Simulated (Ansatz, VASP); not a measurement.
## CuSn3: VASP beside Ansatz

```
Sn Cu
1.0
    -2.23990    2.23990    4.87070
     2.23990   -2.23990    4.87070
     2.23990    2.23990   -4.87070
Sn Cu
3 1
Direct
  0.50000 0.50000 0.00000
  0.25000 0.75000 0.50000
  0.75000 0.25000 0.50000
  0.00000 0.00000 0.00000
```

Alike in both runs: task single point; functional PBEsol; k mesh 8 × 8 × 8; occupations fermi-dirac, width 0.05 eV; no spin polarisation.

|  | VASP | Ansatz |
| --- | --- | --- |
| version | VASP 6.6.1 | Ansatz 0.2.0 |
| potentials or method | VASP PAW PBE potentials, release 64 (Sn_d, Cu) | Ansatz PAW |
| plane-wave cutoff (eV) | 520 | 420 |
| valence electrons in the cell | 53 | 61 |

|  | VASP | Ansatz | Ansatz less VASP |
| --- | --- | --- | --- |
| gap on the k mesh at the Fermi level (eV) | none | none | - |
| pressure (GPa) | -4.2 | -4.1 | +0.06 |
| traceless stress, the component that is largest in VASP (GPa) | -0.21 | -0.21 | -0.004 |

VASP's potentials were made for PBE, not for PBEsol. A gap of «none» marks a metal or a gap that the smearing closes. VASP's potentials hold 53 valence electrons a cell and Ansatz's 61, so a difference there can come from the potentials and not from the codes.
